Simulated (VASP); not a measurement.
# WC (P-6m2) in VASP: a series of runs

Runs on WC. Level: PBE. Tasks: single point.

All numbers are computed with VASP 6.6.1; they aren't measurements. Logs are shortened: lines on timing, memory, paths and dates and some standing lists are left out, and cuts for length are marked.

**1. The cell of the first run**

Symmetry: P-6m2, No. 187, hexagonal system. Conventional cell: a = 2.936 Å, b = 2.936 Å, c = 2.869 Å, α = 90.00°, β = 90.00°, γ = 120.00°. Within 3.0 Å of W (site symmetry -6m2) lie 6 C at 2.22 Å and 8 W at 2.87 to 2.94 Å. Within 3.0 Å of C (site symmetry -6m2) lie 6 W at 2.22 Å and 8 C at 2.87 to 2.94 Å.

**2. Single point, PBE, collinear spin (10.71 Å³/atom)**

File INCAR:

```
PREC = Accurate ; ENCUT = 520
EDIFF = 1E-6 ; ISMEAR = -1
SIGMA = 0.05 ; LREAL = False
LASPH = True ; NELM = 150
ALGO = Normal ; ISIF = 2
LWAVE = False ; LCHARG = False
ISPIN = 2 ; MAGMOM = 2 0
LORBIT = 11 ; LMAXMIX = 4
GGA = PE ; NBANDS = 20
```

File KPOINTS:

```
Automatic mesh
0
Gamma
  18 18 16
```

File POSCAR:

```
WC
1.0
    2.9363385841      0.0000000000      0.0000000000
   -1.4681692921      2.5429438080      0.0000000000
    0.0000000000      0.0000000000      2.8686595360
W C
1 1
Direct
    0.0000000000      0.0000000000      0.0000000000
    0.6666666667      0.3333333333      0.5000000000
```

Potentials or basis: VASP PAW PBE potentials, release 64 (W_sv, C).

Started as:

```sh
$ cat potpaw_PBE.64/W_sv/POTCAR potpaw_PBE.64/C/POTCAR > POTCAR
$ mpirun -np 1 vasp_std > vasp.out
```

OUTCAR:

```text
PREC = Accurate
   ENCUT = 520
   EDIFF = 1E-6
   ISMEAR = -1
   LREAL = False
   LASPH = True
   NELM = 150
   ISIF = 2
   ISPIN = 2
   LORBIT = 11
   GGA = PE

 ion  position               nearest neighbor table
   1  0.000  0.000  0.000-   2 2.22   2 2.22   2 2.22   2 2.22   2 2.22   2 2.22
   2  0.667  0.333  0.500-   1 2.22   1 2.22   1 2.22   1 2.22   1 2.22   1 2.22

  LATTYP: Found a hexagonal cell.
 ALAT       =     2.9363385841
 C/A-ratio  =     0.9769512111

  Lattice vectors:

 A1 = (   2.9363385841,   0.0000000000,   0.0000000000)
 A2 = (  -1.4681692921,   2.5429438080,   0.0000000000)
 A3 = (   0.0000000000,   0.0000000000,   2.8686595360)

Analysis of symmetry for initial positions (statically):
=====================================================================
 Subroutine PRICEL returns:
 Original cell was already a primitive cell.

 Routine SETGRP: Setting up the symmetry group for a
 hexagonal supercell.

 Subroutine GETGRP returns: Found 12 space group operations
 (whereof 12 operations were pure point group operations)
 out of a pool of 24 trial point group operations.

The static configuration has the point symmetry D_3h.

Analysis of symmetry for dynamics (positions and initial velocities):
=====================================================================
 Subroutine PRICEL returns:
 Original cell was already a primitive cell.

 Routine SETGRP: Setting up the symmetry group for a
 hexagonal supercell.

 Subroutine GETGRP returns: Found 12 space group operations
 (whereof 12 operations were pure point group operations)
 out of a pool of 24 trial point group operations.

The dynamic configuration has the point symmetry D_3h.

Analysis of structural, dynamic, and magnetic symmetry:
=====================================================================
 Subroutine PRICEL returns:
 Original cell was already a primitive cell.

 Routine SETGRP: Setting up the symmetry group for a
 hexagonal supercell.

 Subroutine GETGRP returns: Found 12 space group operations
 (whereof 12 operations were pure point group operations)
 out of a pool of 24 trial point group operations.

The overall configuration has the point symmetry D_3h.

 Subroutine INISYM returns: Found 12 space group operations
 (whereof 12 operations are pure point group operations),
 and found     1 'primitive' translations

----------------------------------------------------------------------------------------

                                     Primitive cell

  volume of cell :      21.4201

  direct lattice vectors                    reciprocal lattice vectors
     2.936338584  0.000000000  0.000000000     0.340560181  0.196622512  0.000000000
    -1.468169292  2.542943808  0.000000000     0.000000000  0.393245024  0.000000000
     0.000000000  0.000000000  2.868659536     0.000000000  0.000000000  0.348594871

  length of vectors
     2.936338584  2.936338584  2.868659536     0.393245024  0.393245024  0.348594871

  position of ions in fractional coordinates (direct lattice)
     0.000000000  0.000000000  0.000000000
     0.666666667  0.333333333  0.500000000

  ion indices of the primitive-cell ions
   primitive index   ion index
                 1           1
                 2           2

----------------------------------------------------------------------------------------

 KPOINTS: Automatic mesh

Automatic generation of k-mesh.
 Grid dimensions read from file:
 generate k-points for:   18   18   16

 Generating k-lattice:

  Cartesian coordinates                     Fractional coordinates (reciprocal lattice)
     0.018920010  0.010923473  0.000000000     0.055555556  0.000000000  0.000000000
     0.000000000  0.021846946  0.000000000     0.000000000  0.055555556  0.000000000
     0.000000000  0.000000000  0.021787179     0.000000000  0.000000000  0.062500000

  Length of vectors
     0.021846946  0.021846946  0.021787179

  Shift w.r.t. Gamma in fractional coordinates (k-lattice)
     0.000000000  0.000000000  0.000000000

 Subroutine IBZKPT returns following result:
 ===========================================

 Found    333 irreducible k-points:

 Following reciprocal coordinates:
            Coordinates               Weight
  0.000000  0.000000  0.000000      1.000000
  0.055556  0.000000  0.000000      6.000000
  0.111111  0.000000  0.000000      6.000000
  0.166667 -0.000000  0.000000      6.000000
  0.222222  0.000000  0.000000      6.000000
  0.277778  0.000000  0.000000      6.000000
[... 16 lines left out ...]
  0.333333  0.111111  0.000000     12.000000
  0.388889  0.111111  0.000000     12.000000
 [... further k-points ...]
   k-points           NKPTS =    333   k-points in BZ     NKDIM =    333   number of bands    NBANDS=     20
   number of dos      NEDOS =    301   number of ions     NIONS =      2
   total plane-waves  NPLWV =  13824
   dimension x,y,z NGX =    24 NGY =   24 NGZ =   24
   dimension x,y,z NGXF=    48 NGYF=   48 NGZF=   48
   ions per type =               1   1
   NGX,Y,Z   is equivalent  to a cutoff of  13.59, 13.59, 13.91 a.u.
   NGXF,Y,Z  is equivalent  to a cutoff of  27.18, 27.18, 27.82 a.u.
 SYSTEM =  unknown system
   PREC   = accura    normal or accurate (medium, high low for compatibility)
   ISTART =      0    job   : 0-new  1-cont  2-samecut
   ICHARG =      2    charge: 1-file 2-atom 10-const
   ISPIN  =      2    spin polarized calculation?
   LNONCOLLINEAR =      F non collinear calculations
   LSORBIT =      F    spin-orbit coupling
   LASPH  =      T    aspherical Exc in radial PAW
   ENCUT  =  520.0 eV  38.22 Ry    6.18 a.u.   5.46  5.46  5.33*2*pi/ulx,y,z
   NELM   =    150;   NELMIN=  2; NELMDL= -5     # of ELM steps
   EDIFF  = 0.1E-05   stopping-criterion for ELM
   LREAL  =      F    real-space projection
[... 7 lines left out ...]
   TEBEG  =    0.0;   TEEND  =   0.0 temperature during run
   PSTRESS=    0.0 pullay stress
   NELECT =      18.0000    total number of electrons
   NUPDOWN=      -1.0000    fix difference up-down
   EMIN   =  10.00;   EMAX   =-10.00  energy-range for DOS
   EFERMI =   0.00;   METHOD = LEGACY
   ISMEAR =    -1;   SIGMA  =   0.05  broadening in eV -4-tet -1-fermi 0-gaus
   EFERMI_NEDOS =   21; number of points for ismear=-14 and -15
   IALGO  =     38    algorithm
   IMIX   =      4    mixing-type and parameters
     AMIX     =   0.40;   BMIX     =  1.00
     AMIX_MAG =   1.60;   BMIX_MAG =  1.00
  volume/ion in A,a.u.               =      10.71        72.28
  Fermi-wavevector in a.u.,A,eV,Ry     =   1.544869  2.919379 32.471945  2.386621
  Thomas-Fermi vector in A             =   2.650329
   LORBIT       =     11    0 simple, 1 ext, 2 COOP (PROOUT), +10 PAW based schemes
   GGA     = PE    functional components
   LHFCALC =     F    Hartree Fock is set to
   AEXX    =    0.0000 exact exchange contribution
   IVDW    =     0    specifies the selected vdW correction
   LEPSILON=     F    determine dielectric tensor
   LRPA    =     F    only Hartree local field effects (RPA)
 spin polarized calculation
  energy-cutoff  :      520.00
  volume of cell :       21.42
 maximum number of plane-waves:       605
 NGX is ok and might be reduce to    24
   NGX = 11   NGY = 11   NGZ = 11

 number of electron      18.0000000 magnetization       0.0000697

 number of electron      18.0000000 magnetization      -0.0000242

 Free energy of the ion-electron system (eV)
  ---------------------------------------------------
  ext. energy  EPLUGINS =         0.00000000
  ---------------------------------------------------
  free energy    TOTEN  =       -22.44458808 eV

  energy without entropy =      -22.44213010  energy(sigma->0) =      -22.44335909

 E-fermi :  10.6237     XC(G=0): -13.6247

 val. band max:       10.6164076597   @ k =   0.4444   0.0556   0.4375
 cond. band min:      10.6443490826   @ k =   0.0556   0.0000   0.2500
 fundamental gap:      0.0279414229
 Fermi energy:        10.6236595177

 spin component 1

 k-point     1 :       0.0000    0.0000    0.0000
  band No.  band energies     occupation
      1     -63.4439      1.00000
      2     -27.4258      1.00000
      3     -27.3312      1.00000
      4     -27.3312      1.00000
      5      -3.5753      1.00000
      6       6.4931      1.00000
[... 12 lines left out ...]
     19      33.7569      0.00000
     20      33.7569      0.00000

 k-point     2 :       0.0556    0.0000    0.0000
  band No.  band energies     occupation
      1     -63.4424      1.00000
      2     -27.4228      1.00000
      3     -27.3542      1.00000
      4     -27.3364      1.00000
      5      -3.4971      1.00000
      6       6.5233      1.00000
[... 12 lines left out ...]
     19      33.9047      0.00000
     20      34.5841      0.00000

 k-point     3 :       0.1111    0.0000    0.0000
  band No.  band energies     occupation
      1     -63.4380      1.00000
      2     -27.4202      1.00000
      3     -27.4143      1.00000
      4     -27.3515      1.00000
      5      -3.2683      1.00000
      6       6.4950      1.00000
[... 12 lines left out ...]
     19      34.3426      0.00000
     20      36.2021      0.00000

 k-point     4 :       0.1667   -0.0000    0.0000
  band No.  band energies     occupation
      1     -63.4313      1.00000
      2     -27.5200      1.00000
      3     -27.4013      1.00000
      4     -27.3745      1.00000
      5      -2.9062      1.00000
      6       6.1199      1.00000
[... 429 lines left out ...]
 k-point    23 :       0.3333    0.1111    0.0000
  band No.  band energies     occupation
      1     -63.3977      1.00000
      2     -27.9601      1.00000
      3     -27.5321      1.00000
      4     -27.3353      1.00000
      5      -0.6747      1.00000
      6       4.1587      1.00000
[... 12 lines left out ...]
     19      34.0073      0.00000
     20      37.1353      0.00000

 k-point    24 :       0.3889    0.1111    0.0000
  band No.  band energies     occupation
      1     -63.3935      1.00000
      2     -28.0122      1.00000
      3     -27.5509      1.00000
      4     -27.3272      1.00000
      5      -0.3091      1.00000
      6       3.9222      1.00000
[... 12 lines left out ...]
     19      34.5528      0.00000
     20      37.0802      0.00000

 [... further k-points ...]

 spin component 2

 k-point     1 :       0.0000    0.0000    0.0000
  band No.  band energies     occupation
      1     -63.4439      1.00000
      2     -27.4258      1.00000
      3     -27.3312      1.00000
      4     -27.3312      1.00000
      5      -3.5753      1.00000
      6       6.4931      1.00000
[... 12 lines left out ...]
     19      33.7569      0.00000
     20      33.7569      0.00000

 k-point     2 :       0.0556    0.0000    0.0000
  band No.  band energies     occupation
      1     -63.4424      1.00000
      2     -27.4229      1.00000
      3     -27.3542      1.00000
      4     -27.3364      1.00000
      5      -3.4971      1.00000
      6       6.5233      1.00000
[... 12 lines left out ...]
     19      33.9047      0.00000
     20      34.5841      0.00000

 k-point     3 :       0.1111    0.0000    0.0000
  band No.  band energies     occupation
      1     -63.4380      1.00000
      2     -27.4202      1.00000
      3     -27.4144      1.00000
      4     -27.3515      1.00000
      5      -3.2683      1.00000
      6       6.4950      1.00000
[... 12 lines left out ...]
     19      34.3426      0.00000
     20      36.2021      0.00000

 k-point     4 :       0.1667   -0.0000    0.0000
  band No.  band energies     occupation
      1     -63.4313      1.00000
      2     -27.5200      1.00000
      3     -27.4014      1.00000
      4     -27.3745      1.00000
      5      -2.9062      1.00000
      6       6.1199      1.00000
[... 429 lines left out ...]
 k-point    23 :       0.3333    0.1111    0.0000
  band No.  band energies     occupation
      1     -63.3977      1.00000
      2     -27.9601      1.00000
      3     -27.5322      1.00000
      4     -27.3354      1.00000
      5      -0.6747      1.00000
      6       4.1587      1.00000
[... 12 lines left out ...]
     19      34.0073      0.00000
     20      37.1353      0.00000

 k-point    24 :       0.3889    0.1111    0.0000
  band No.  band energies     occupation
      1     -63.3936      1.00000
      2     -28.0122      1.00000
      3     -27.5509      1.00000
      4     -27.3273      1.00000
      5      -0.3091      1.00000
      6       3.9222      1.00000
[... 12 lines left out ...]
     19      34.5528      0.00000
     20      37.0802      0.00000

 [... further k-points ...]
[... 5 lines left out ...]
  --------------------------------------------------------------------------------------
  -------------------------------------------------------------------------------------
  Total       -0.6365642     -0.6365642     -0.9764952      0.0000000      0.0000000     -0.0000000
  in kB      -47.6135824    -47.6135824    -73.0396719      0.0000000      0.0000000     -0.0000000
  external PRESSURE =     -56.0889456 kB  Pullay stress =       0.0000000 kB

 VOLUME and BASIS-vectors are now :
 -----------------------------------------------------------------------------
  energy-cutoff  :      520.00
  volume of cell :       21.42
      direct lattice vectors                 reciprocal lattice vectors
     2.936338584  0.000000000  0.000000000     0.340560181  0.196622512  0.000000000
    -1.468169292  2.542943808  0.000000000     0.000000000  0.393245024  0.000000000
     0.000000000  0.000000000  2.868659536     0.000000000  0.000000000  0.348594871

 POSITION                                       TOTAL-FORCE (eV/Angst)
 -----------------------------------------------------------------------------------
      0.00000      0.00000      0.00000        -0.000000     -0.000000      0.000000
      1.46817      0.84765      1.43433         0.000000      0.000000      0.000000
 -----------------------------------------------------------------------------------
    total drift:                               -0.000000      0.000000      0.000000

  FREE ENERGIE OF THE ION-ELECTRON SYSTEM (eV)
  ---------------------------------------------------
  free  energy   TOTEN  =       -22.4445880751 eV

  energy  without entropy=      -22.4421301023  energy(sigma->0) =      -22.44335909

 total charge

# of ion       s       p       d       tot
------------------------------------------
    1        2.340   6.401   3.351  12.092
    2        0.851   1.549   0.000   2.400
--------------------------------------------------
tot          3.191   7.950   3.351  14.492

 magnetization (x)

# of ion       s       p       d       tot
------------------------------------------
    1       -0.000  -0.000  -0.000  -0.000
    2       -0.000   0.000   0.000   0.000
--------------------------------------------------
tot         -0.000   0.000  -0.000  -0.000
```

Run time: 5 min. Hardware: 1 thread of Oxide Virtual Turin-like, shared host; peak memory 0.29 GiB.

What came out:

```yaml
Free_energy: -22.4446 eV
Pressure: -5.6 GPa
Band_gap_on_the_k_mesh: zero (filled and empty bands overlap)
Net_moment: 0.00 μB per cell
Valence_electrons_inside_the_program's_atomic_spheres: W 12.09; C 2.40
```

Stress tensor (GPa, compression positive):
```
-4.76  0.00  0.00
 0.00 -4.76  0.00
 0.00  0.00 -7.30
```

Caveat: the cell stands under tension; spin-orbit coupling is left out, which moves the levels of the heavy elements.

**3. Single point, PBE, collinear spin (10.92 Å³/atom)**

This run uses another cell than the first one, of 10.92 Å³/atom.

File INCAR:

```
SYSTEM = WC
PREC = Accurate ; ENCUT = 520
EDIFF = 1E-6 ; ISMEAR = -1
SIGMA = 0.05 ; LREAL = .False.
LASPH = .True. ; NELM = 150
ALGO = Normal ; ISIF = 2
LWAVE = .False. ; LCHARG = .False.
ISPIN = 2 ; MAGMOM = 2 0
LORBIT = 11 ; LMAXMIX = 4
GGA = PE ; NBANDS = 20
```

File KPOINTS:

```
regular mesh
0
Gamma
  18 18 16
  0 0 0
```

File POSCAR:

```
WC
1.0
    2.9550418819      0.0000000000      0.0000000000
   -1.4775209410      2.5591413390      0.0000000000
    0.0000000000      0.0000000000      2.8869317454
W C
1 1
Direct
    0.0000000000      0.0000000000      0.0000000000
    0.6666666667      0.3333333333      0.5000000000
```

Potentials or basis: VASP PAW PBE potentials, release 64 (W_sv, C).

Started as:

```sh
$ cat potpaw_PBE.64/W_sv/POTCAR potpaw_PBE.64/C/POTCAR > POTCAR
$ mpirun -np 1 vasp_std > vasp.out
```

Run time: 4.8 min. Hardware: 1 thread of Oxide Virtual Turin-like, shared host; peak memory 0.29 GiB.

Results (log left out):

| Quantity | Value |
| --- | --- |
| Free energy | -22.4217 eV |
| Pressure | -12.2 GPa |
| Band gap on the k mesh | zero (filled and empty bands overlap) |
| Net moment | 0.00 μB per cell |
| Valence electrons inside the program's atomic spheres | W 12.04; C 2.38 |

Stress tensor (GPa, compression positive):
```
-11.04   0.00   0.00
  0.00 -11.04   0.00
  0.00   0.00 -14.60
```

Levels at points of the mesh, in eV from the Fermi level:
Spin up:
```tsv
k point	band 6	band 7	band 8	band 9	band 10	band 11	band 12	band 13
(0.00, 0.00, 0.00)	-4.02	-3.11	-3.11	0.08	3.01	3.01	5.35	5.35
(0.50, 0.00, 0.00)	-6.78	-3.40	-3.33	-0.42	2.19	4.24	4.57	6.56
(0.00, 0.00, 0.50)	-8.32	-1.87	-1.87	-0.52	-0.52	3.44	4.40	4.40
(0.50, 0.00, 0.50)	-6.14	-4.06	-4.04	0.20	4.12	4.92	6.19	8.67
```
Spin down:
```
           k point  band 5  band 6  band 7  band 8  band 9  band 10  band 11  band 12  band 13  band 14
(0.00, 0.00, 0.00)  -14.05   -4.02   -3.11   -3.11    0.08     3.01     3.01     5.35     5.35     6.05
(0.50, 0.00, 0.00)  -10.86   -6.78   -3.40   -3.33   -0.42     2.19     4.24     4.57     6.56     9.25
(0.00, 0.00, 0.50)  -10.32   -8.32   -1.87   -1.87   -0.52    -0.52     3.44     4.40     4.40     9.64
(0.50, 0.00, 0.50)  -10.95   -6.14   -4.06   -4.04    0.20     4.12     4.92     6.19     8.67     9.44
```

Caveat: the cell stands under tension; spin-orbit coupling is left out, which moves the levels of the heavy elements.

The gap in the log of VASP goes by the Fermi energy; the results here count the filled bands.